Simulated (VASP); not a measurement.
Runs of VASP 6.6.1 on SrO. The structure is that of space group Pm-3m (No. 221), or close to it. The cells are those of the table. 

```tsv
level	potentials or basis	cell	cutoff (eV)	smearing	second run	gap on the mesh (eV)	pressure (GPa)
PBE	VASP PAW PBE potentials, release 64 (Sr_sv, O)	a = 3.151 Å, angles 88.2°, 2 atoms	520	fermi-dirac 0.02 eV	-	2.78	-0.5
r2SCAN	VASP PAW PBE potentials, release 64 (Sr_sv, O)	a = 3.037 Å, 2 atoms	520	gaussian 0.01 eV	-	3.24	8.6
PBE	VASP PAW PBE potentials, release 64 (Sr_sv, O_h)	a = 3.037 Å, 2 atoms	910	fermi-dirac 0.02 eV	hard_potentials	2.73	(b)
r2SCAN	VASP PAW PBE potentials, release 64 (Sr_sv, O)	a = 3.151 Å, angles 88.2°, 2 atoms	520	gaussian 0.01 eV	-	3.26	(c)
PBE	VASP PAW PBE potentials, release 64 (Sr_sv, O)	a = 3.037 Å, 2 atoms	520	fermi-dirac 0.02 eV	-	2.73	(a)
```

Alike in all rows: task single point; no spin polarisation; k mesh 8 × 8 × 8.

Problem. Estimate the missing entries.

Solution. (a) 11.4; (b) 11.1; (c) -3.3.

Caveats: the PAW data sets were made with another functional, which shifts forces and pressure a little (some runs); the cutoff is under 1.25 times the usual one of these potentials, so pressure, stress and relaxed cells hold a basis-set (Pulay) error (some runs).

A k mesh can miss the band edges, and the runs leave out spin-orbit coupling on Sr.
